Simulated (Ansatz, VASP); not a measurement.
**ZnS in VASP and in Ansatz**

```
Zn S
1.0
     4.08909    0.00000    0.00000
    -2.04454    3.54125    0.00000
     0.00000    0.00000    5.94676
Zn S
2 2
Direct
  0.33333 0.66667 0.00544
  0.66667 0.33333 0.50544
  0.33333 0.66667 0.37956
  0.66667 0.33333 0.87956
```

Alike in both runs: task single point; functional PBEsol; k mesh 9 × 9 × 6; occupations gaussian, width 0.05 eV; no spin polarisation.

|  | VASP | Ansatz |
| --- | --- | --- |
| version | VASP 6.6.1 | Ansatz 0.2.0 |
| potentials or method | VASP PAW PBE potentials, release 64 (Zn, S), cutoff 520 eV | scalar-relativistic, plane waves, PAW |
| valence electrons in the cell | 36 | 36 |

VASP gave:

| Quantity | Value |
| --- | --- |
| gap on the k mesh at the Fermi level (eV) | 1.67 |
| least direct gap on the mesh (eV) | 1.67 |
| pressure (GPa) | -5.1 |
| traceless stress, the component that is largest in VASP (GPa) | 9.35 |
| rms of the force components (eV/Å) | 0.446 |

Problem. Which values does Ansatz return?

Solution. gap on the k mesh at the Fermi level (eV): 1.67; least direct gap on the mesh (eV): 1.67; pressure (GPa): -5.2; traceless stress, the component that is largest in VASP (GPa): 9.30; rms of the force components (eV/Å): 0.442.

VASP's potentials were made for PBE, not for PBEsol. Atom by atom the forces differ by 0.004 eV/Å (rms over components).
